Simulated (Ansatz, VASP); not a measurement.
# One calculation of NaCl, two programs

```
Na Cl
1.0
     0.00000    2.92067    2.92067
     2.92067    0.00000    2.92067
     2.92067    2.92067    0.00000
Na Cl
1 1
Direct
  0.00000 0.00000 0.00000
  0.50000 0.50000 0.50000
```

Alike in both runs: functional RPBE; k mesh 6 × 6 × 6; no spin polarisation.

Ansatz relaxed the structure, and its values are those at the end. VASP's run is a single point on that final structure, the one shown.

```csv
,VASP,Ansatz
version,VASP 6.6.1,Ansatz 0.2.0
potentials or method,"VASP PAW PBE potentials, release 64 (Na_pv, Cl)","plane waves, PAW"
plane-wave cutoff (eV),500,420
occupations,"gaussian, width 0.01 eV",fixed
valence electrons in the cell,14,16
```

|  | VASP | Ansatz | Ansatz less VASP |
| --- | --- | --- | --- |
| pressure (GPa) | -0.1 | 0.0 | +0.07 |

VASP's potentials were made for PBE, not for RPBE. VASP's potentials hold 14 valence electrons a cell and Ansatz's 16, so a difference there can come from the potentials and not from the codes.
